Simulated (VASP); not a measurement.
# GaN (P2_1) in VASP: a series of runs, part 2 of 2

VASP 6.6.1. The steps go on from the part before.

## (4) Single point, PBE (strain +0.0250 x Voigt [0, 0, 0, 0, 0, 1])

INCAR

```
SYSTEM = GaN
  ALGO = Normal
  EDIFF = 1E-6
  ENCUT = 520
  GGA = PE
  ISIF = 2
  ISMEAR = 0
  LASPH = .TRUE.
  LCHARG = .TRUE.
  LELF = .TRUE.
  LREAL = .FALSE.
  LVHAR = .TRUE.
  LWAVE = .FALSE.
  NBANDS = 26
  NELM = 100
  PREC = Accurate
  SIGMA = 0.05
```

KPOINTS

```
k-points
0
G
  12 12 6
  0 0 0
```

POSCAR

```
GaN
1.0
    3.2184289164      0.0402303615      0.0000000000
   -1.5743739432      2.7671260212      0.0000000000
    0.0000000000      0.0000000000      5.2430304702
Ga N
2 2
Direct
    0.3333333333      0.6666666667      0.9991316875
    0.6666666667      0.3333333333      0.4991316875
    0.3333333333      0.6666666667      0.3758683125
    0.6666666667      0.3333333333      0.8758683125
```

Potentials or basis: VASP PAW PBE potentials, release 64 (Ga_d, N).

On the command line:

```bash
> cat potpaw_PBE.64/Ga_d/POTCAR potpaw_PBE.64/N/POTCAR > POTCAR
> mpirun -np 1 vasp_std > vasp.out
```

OUTCAR:

```text
SYSTEM = GaN
   EDIFF = 1E-6
   ENCUT = 520
   GGA = PE
   ISIF = 2
   ISMEAR = 0
   LASPH = .TRUE.
   LREAL = .FALSE.
   NELM = 100
   PREC = Accurate

 ion  position               nearest neighbor table
   1  0.333  0.667  0.999-   4 1.95   4 1.97   3 1.98   4 1.99
   2  0.667  0.333  0.499-   3 1.95   3 1.97   4 1.98   3 1.99
   3  0.333  0.667  0.376-   2 1.95   2 1.97   1 1.98   2 1.99
   4  0.667  0.333  0.876-   1 1.95   1 1.97   2 1.98   1 1.99

  Warning from LATTYP: Monoclinic adjustment (A1->A3, A2->A1, A3->A2)!
  LATTYP: Found a simple monoclinic cell.
 ALAT       =     3.1836519487
 B/A-ratio  =     1.6468604467
 C/A-ratio  =     1.0110025839
 COS(beta)  =    -0.4836158635

  Lattice vectors:

 A1 = (  -1.5743739432,   2.7671260212,   0.0000000000)
 A2 = (   0.0000000000,   0.0000000000,   5.2430304702)
 A3 = (   3.2184289164,   0.0402303615,   0.0000000000)

Analysis of symmetry for initial positions (statically):
=====================================================================
 Subroutine PRICEL returns:
 Original cell was already a primitive cell.

 Routine SETGRP: Setting up the symmetry group for a
 simple monoclinic supercell.

 Subroutine GETGRP returns: Found  2 space group operations
 (whereof  1 operations were pure point group operations)
 out of a pool of  4 trial point group operations.

The static configuration has the point symmetry C_1 .
 The point group associated with its full space group is C_2 .

Analysis of symmetry for dynamics (positions and initial velocities):
=====================================================================
 Subroutine PRICEL returns:
 Original cell was already a primitive cell.

 Routine SETGRP: Setting up the symmetry group for a
 simple monoclinic supercell.

 Subroutine GETGRP returns: Found  2 space group operations
[... 118 lines left out ...]
   PSTRESS=    0.0 pullay stress
   NELECT =      36.0000    total number of electrons
   NUPDOWN=      -1.0000    fix difference up-down
   EMIN   =  10.00;   EMAX   =-10.00  energy-range for DOS
   EFERMI =   0.00;   METHOD = LEGACY
   ISMEAR =     0;   SIGMA  =   0.05  broadening in eV -4-tet -1-fermi 0-gaus
   EFERMI_NEDOS =   21; number of points for ismear=-14 and -15
   IALGO  =     38    algorithm
   IMIX   =      4    mixing-type and parameters
     AMIX     =   0.40;   BMIX     =  1.00
     AMIX_MAG =   1.60;   BMIX_MAG =  1.00
  volume/ion in A,a.u.               =      11.76        79.34
  Fermi-wavevector in a.u.,A,eV,Ry     =   1.497607  2.830068 30.515530  2.242828
  Thomas-Fermi vector in A             =   2.609474
   LORBIT       =      0    0 simple, 1 ext, 2 COOP (PROOUT), +10 PAW based schemes
   GGA     = PE    functional components
   LHFCALC =     F    Hartree Fock is set to
   AEXX    =    0.0000 exact exchange contribution
   IVDW    =     0    specifies the selected vdW correction
   LEPSILON=     F    determine dielectric tensor
   LRPA    =     F    only Hartree local field effects (RPA)
 non-spin polarized calculation
 Gauss-broadening in eV      SIGMA  =   0.05
  energy-cutoff  :      520.00
  volume of cell :       47.03
 maximum number of plane-waves:      1294
   NGX = 11   NGY = 11   NGZ = 19

 number of electron      35.9999971 magnetization

 Free energy of the ion-electron system (eV)
  ---------------------------------------------------
  ext. energy  EPLUGINS =         0.00000000
  ---------------------------------------------------
  free energy    TOTEN  =       -24.31488197 eV

  energy without entropy =      -24.31488197  energy(sigma->0) =      -24.31488197

 E-fermi :   5.2656     XC(G=0): -11.5159

 val. band max:        5.0599632139   @ k =   0.0000   0.0000   0.0000
 cond. band min:       6.7210707968   @ k =   0.0000   0.0000   0.0000
 fundamental gap:      1.6611075829
 Fermi energy:         5.2656072190

 k-point     1 :       0.0000    0.0000    0.0000
  band No.  band energies     occupation
      1     -10.7280      2.00000
      2      -9.9050      2.00000
      3      -8.4128      2.00000
      4      -8.4017      2.00000
      5      -8.3924      2.00000
      6      -8.3461      2.00000
[... 685 lines left out ...]
     25      16.5636      0.00000
     26      18.3094      0.00000

 [... further k-points ...]
[... 5 lines left out ...]
  --------------------------------------------------------------------------------------
  -------------------------------------------------------------------------------------
  Total        0.0770894      0.0778908      0.0554880     -1.0427464      0.0000000      0.0000000
  in kB        2.6264680      2.6537736      1.8905015    -35.5268167      0.0000000      0.0000000
  external PRESSURE =       2.3902477 kB  Pullay stress =       0.0000000 kB

 VOLUME and BASIS-vectors are now :
 -----------------------------------------------------------------------------
  energy-cutoff  :      520.00
  volume of cell :       47.03
      direct lattice vectors                 reciprocal lattice vectors
     3.218428916  0.040230361  0.000000000     0.308516451  0.175532397  0.000000000
    -1.574373943  2.767126021  0.000000000    -0.004485422  0.358833772  0.000000000
     0.000000000  0.000000000  5.243030470     0.000000000  0.000000000  0.190729389

 POSITION                                       TOTAL-FORCE (eV/Angst)
 -----------------------------------------------------------------------------------
      0.02323      1.85816      5.23848        -0.170280      0.008892      0.007672
      1.62083      0.94920      2.61696         0.170280     -0.008892      0.007672
      0.02323      1.85816      1.97069        -0.206212      0.008955     -0.007672
      1.62083      0.94920      4.59220         0.206212     -0.008955     -0.007672
 -----------------------------------------------------------------------------------
    total drift:                               -0.000000     -0.000001     -0.001233

  FREE ENERGIE OF THE ION-ELECTRON SYSTEM (eV)
  ---------------------------------------------------
  free  energy   TOTEN  =       -24.3148819723 eV

  energy  without entropy=      -24.3148819723  energy(sigma->0) =      -24.31488197
```

OSZICAR:

```text
N       E                     dE             d eps       ncg     rms          rms(c)
DAV:   1     0.280711457942E+03    0.28071E+03   -0.17707E+04 16644   0.256E+03
DAV:   2     0.864705518732E+01   -0.27206E+03   -0.25653E+03 16744   0.490E+02
DAV:   3    -0.269941674606E+02   -0.35641E+02   -0.35077E+02 18432   0.143E+02
DAV:   4    -0.282185274300E+02   -0.12244E+01   -0.12188E+01 18180   0.284E+01
DAV:   5    -0.282449940501E+02   -0.26467E-01   -0.26439E-01 19074   0.402E+00    0.108E+01
DAV:   6    -0.242427702524E+02    0.40022E+01   -0.10140E+01 25468   0.480E+01    0.308E+00
DAV:   7    -0.243332070953E+02   -0.90437E-01   -0.13429E+00 16368   0.900E+00    0.268E+00
DAV:   8    -0.243280723750E+02    0.51347E-02   -0.15313E-01 25510   0.476E+00    0.822E-01
DAV:   9    -0.243143983211E+02    0.13674E-01   -0.42959E-02 24610   0.343E+00    0.375E-01
DAV:  10    -0.243148797133E+02   -0.48139E-03   -0.53753E-03 16270   0.437E-01    0.819E-02
DAV:  11    -0.243148845782E+02   -0.48649E-05   -0.19206E-04 27658   0.239E-01    0.466E-02
DAV:  12    -0.243148809843E+02    0.35939E-05   -0.41410E-05 18542   0.540E-02    0.105E-02
DAV:  13    -0.243148819723E+02   -0.98803E-06   -0.96166E-06 17864   0.422E-02
   1 F= -.24314882E+02 E0= -.24314882E+02  d E =-.147048E-11
```

Wall time 2.6 min (1 thread of AMD EPYC 9R45 (Zen 5), shared host); peak memory 0.36 GiB.

Results:

```yaml
Free_energy: -24.3149 eV
Pressure: 0.2 GPa
Largest_force: 0.207 eV/Å
Band_gap_on_the_k_mesh: 1.66 eV, direct
```

Forces in eV/Å, atoms in the order of the input:
```
Ga  -0.170  0.009  0.008
Ga   0.170 -0.009  0.008
N   -0.206  0.009 -0.008
N    0.206 -0.009 -0.008
```

Stress tensor (GPa, compression positive):
```
 0.26 -3.55  0.00
-3.55  0.27  0.00
 0.00  0.00  0.19
```

Caveat: the cell differs from its parent crystal (strain +0.0250 x Voigt [0, 0, 0, 0, 0, 1]).

## (5) Single point, PBE (strain +0.0125 x Voigt [0, 0, 0, 0, 0, 1])

INCAR

```
ALGO = Normal
EDIFF = 1E-6
ENCUT = 520
GGA = PE
ISIF = 2
ISMEAR = 0
LASPH = T
LCHARG = F
LREAL = F
LWAVE = F
NBANDS = 26
NELM = 100
PREC = Accurate
SIGMA = 0.05
```

KPOINTS

```
k-points
0
Gamma
  12 12 6
```

Changes to POSCAR since step 4:

```diff
@@ -2,4 +2,4 @@
 1.0
-    3.2184289164      0.0402303615      0.0000000000
-   -1.5743739432      2.7671260212      0.0000000000
+    3.2184289164      0.0201151807      0.0000000000
+   -1.5917942007      2.7771836115      0.0000000000
     0.0000000000      0.0000000000      5.2430304702
```

Potentials or basis: VASP PAW PBE potentials, release 64 (Ga_d, N).

On the command line:

```bash
> cat potpaw_PBE.64/Ga_d/POTCAR potpaw_PBE.64/N/POTCAR > POTCAR
> mpirun -np 1 vasp_std > vasp.out
```

OUTCAR:

```text
EDIFF = 1E-6
   ENCUT = 520
   GGA = PE
   ISIF = 2
   ISMEAR = 0
   LASPH = T
   LREAL = F
   NELM = 100
   PREC = Accurate

 ion  position               nearest neighbor table
   1  0.333  0.667  0.999-   4 1.96   4 1.97   3 1.98   4 1.98
   2  0.667  0.333  0.499-   3 1.96   3 1.97   4 1.98   3 1.98
   3  0.333  0.667  0.376-   2 1.96   2 1.97   1 1.98   2 1.98
   4  0.667  0.333  0.876-   1 1.96   1 1.97   2 1.98   1 1.98

  Warning from LATTYP: Monoclinic adjustment (A1->A3, A2->A1, A3->A2)!
  LATTYP: Found a simple monoclinic cell.
 ALAT       =     3.2010244594
 B/A-ratio  =     1.6379226516
 C/A-ratio  =     1.0054567894
 COS(beta)  =    -0.4918444308

  Lattice vectors:

 A1 = (  -1.5917942007,   2.7771836115,   0.0000000000)
 A2 = (   0.0000000000,   0.0000000000,   5.2430304702)
 A3 = (   3.2184289164,   0.0201151807,   0.0000000000)

Analysis of symmetry for initial positions (statically):
=====================================================================
 Subroutine PRICEL returns:
[... 170 lines left out ...]
  ---------------------------------------------------
  ext. energy  EPLUGINS =         0.00000000
  ---------------------------------------------------
  free energy    TOTEN  =       -24.32461841 eV

  energy without entropy =      -24.32461841  energy(sigma->0) =      -24.32461841

 E-fermi :   5.2539     XC(G=0): -11.5153

 val. band max:        5.0339279605   @ k =   0.0000   0.0000   0.0000
 cond. band min:       6.7236596522   @ k =   0.0000   0.0000   0.0000
 fundamental gap:      1.6897316918
 Fermi energy:         5.2538678624

 k-point     1 :       0.0000    0.0000    0.0000
  band No.  band energies     occupation
      1     -10.7269      2.00000
      2      -9.9037      2.00000
      3      -8.4120      2.00000
      4      -8.3997      2.00000
      5      -8.3950      2.00000
      6      -8.3441      2.00000
[... 685 lines left out ...]
     25      16.5263      0.00000
     26      18.3200      0.00000

 [... further k-points ...]
[... 5 lines left out ...]
  --------------------------------------------------------------------------------------
  -------------------------------------------------------------------------------------
  Total        0.0437816      0.0436921      0.0482890     -0.5208924      0.0000000      0.0000000
  in kB        1.4914817      1.4884333      1.6450348    -17.7449486      0.0000000      0.0000000
  external PRESSURE =       1.5416499 kB  Pullay stress =       0.0000000 kB

 VOLUME and BASIS-vectors are now :
 -----------------------------------------------------------------------------
  energy-cutoff  :      520.00
  volume of cell :       47.03
      direct lattice vectors                 reciprocal lattice vectors
     3.218428916  0.020115181  0.000000000     0.309601520  0.177453843  0.000000000
    -1.591794201  2.777183611  0.000000000    -0.002242448  0.358791720  0.000000000
     0.000000000  0.000000000  5.243030470     0.000000000  0.000000000  0.190729389

 POSITION                                       TOTAL-FORCE (eV/Angst)
 -----------------------------------------------------------------------------------
      0.01161      1.85816      5.23848        -0.085101      0.002261      0.001837
      1.61502      0.93914      2.61696         0.085101     -0.002261      0.001837
      0.01161      1.85816      1.97069        -0.102889      0.002241     -0.001837
      1.61502      0.93914      4.59220         0.102889     -0.002241     -0.001837
 -----------------------------------------------------------------------------------
    total drift:                               -0.000000     -0.000001     -0.001197

  FREE ENERGIE OF THE ION-ELECTRON SYSTEM (eV)
  ---------------------------------------------------
  free  energy   TOTEN  =       -24.3246184076 eV

  energy  without entropy=      -24.3246184076  energy(sigma->0) =      -24.32461841
```

OSZICAR:

```text
N       E                     dE             d eps       ncg     rms          rms(c)
DAV:   1     0.280928880439E+03    0.28093E+03   -0.17722E+04 16650   0.256E+03
DAV:   2     0.854007186883E+01   -0.27239E+03   -0.25705E+03 16810   0.490E+02
DAV:   3    -0.269913379594E+02   -0.35531E+02   -0.34995E+02 18088   0.143E+02
DAV:   4    -0.282264453563E+02   -0.12351E+01   -0.12294E+01 18532   0.286E+01
DAV:   5    -0.282517036738E+02   -0.25258E-01   -0.25232E-01 18712   0.394E+00    0.108E+01
DAV:   6    -0.242529607796E+02    0.39987E+01   -0.10125E+01 25444   0.479E+01    0.308E+00
DAV:   7    -0.243428424628E+02   -0.89882E-01   -0.13362E+00 16348   0.900E+00    0.268E+00
DAV:   8    -0.243378306711E+02    0.50118E-02   -0.15273E-01 25470   0.474E+00    0.827E-01
DAV:   9    -0.243241340010E+02    0.13697E-01   -0.42716E-02 24510   0.342E+00    0.377E-01
DAV:  10    -0.243246154868E+02   -0.48149E-03   -0.54448E-03 16238   0.439E-01    0.848E-02
DAV:  11    -0.243246209191E+02   -0.54323E-05   -0.18874E-04 27736   0.236E-01    0.476E-02
DAV:  12    -0.243246170069E+02    0.39122E-05   -0.41513E-05 18376   0.541E-02    0.115E-02
DAV:  13    -0.243246180512E+02   -0.10442E-05   -0.11280E-05 18240   0.452E-02    0.181E-02
DAV:  14    -0.243246184076E+02   -0.35641E-06   -0.29289E-06 15458   0.130E-02
   1 F= -.24324618E+02 E0= -.24324618E+02  d E =-.128992E-12
```

stdout:

```text
POSCAR found type information on POSCAR GaN
 POSCAR found :  2 types and       4 ions
 scaLAPACK will be used
 LDA part: xc-table for (Slater+PW92), standard interpolation
 POSCAR, INCAR and KPOINTS ok, starting setup
 FFT: planning ... GRIDC
 FFT: planning ... GRID_SOFT
 FFT: planning ... GRID
 WAVECAR not read
 entering main loop
```

It took 7.3 min on 1 thread of Oxide Virtual Turin-like, shared host; peak memory 0.36 GiB.

Results:

```
Free energy            : -24.3246 eV
Pressure               : 0.2 GPa
Largest force          : 0.103 eV/Å
Band gap on the k mesh : 1.69 eV, direct
```

Forces on the atoms (eV/Å):
```
Ga  -0.085  0.002  0.002
Ga   0.085 -0.002  0.002
N   -0.103  0.002 -0.002
N    0.103 -0.002 -0.002
```

Stress tensor (GPa, compression positive):
```
 0.15 -1.77  0.00
-1.77  0.15  0.00
 0.00  0.00  0.16
```

Levels at points of the mesh, in eV from the valence-band top:
```
           k point  band 16  band 17  band 18  band 19  band 20  band 21
(0.00, 0.00, 0.00)    -0.06    -0.05     0.00     1.69     4.04     9.00
(0.50, 0.00, 0.00)    -2.59    -2.13    -0.93     5.08     5.42     5.92
(0.00, 0.50, 0.00)    -2.66    -2.14    -0.99     4.96     5.35     5.95
(0.50, 0.50, 0.00)    -2.73    -2.14    -1.04     4.83     5.27     5.99
(0.00, 0.00, 0.50)    -0.56    -0.51    -0.51     4.03     4.03     8.29
(0.50, 0.00, 0.50)    -1.87    -1.83    -1.83     4.33     4.33     7.58
(0.00, 0.50, 0.50)    -1.90    -1.85    -1.85     4.29     4.29     7.55
(0.50, 0.50, 0.50)    -1.96    -1.84    -1.84     4.24     4.24     7.53
```

Caveat: the cell differs from its parent crystal (strain +0.0125 x Voigt [0, 0, 0, 0, 0, 1]).

## (6) Summary

| cell | gap on the mesh (eV) | pressure (GPa) | largest force (eV/Å) |
| --- | --- | --- | --- |
| a = 3.219, b = 3.288, c = 5.243 Å, angles 90.0, 90.0, 122.1°, 4 atoms | 1.59 | 0.5 | 0.42 |
| a = 3.219, b = 3.166, c = 5.243 Å, angles 90.0, 90.0, 118.4°, 4 atoms | 1.63 | 0.4 | 0.31 |
| a = 3.219, b = 3.184, c = 5.243 Å, angles 90.0, 90.0, 118.9°, 4 atoms | 1.66 | 0.2 | 0.21 |
| a = 3.218, b = 3.201, c = 5.243 Å, angles 90.0, 90.0, 119.5°, 4 atoms | 1.69 | 0.2 | 0.10 |

Alike in all rows: task single point; level PBE; potentials or basis VASP PAW PBE potentials, release 64 (Ga_d, N); no spin polarisation; k mesh 12 × 12 × 6; cutoff (eV) 520; smearing gaussian 0.05 eV.

Total energies depend on the potentials used, so only differences within one code and one set of settings carry meaning.
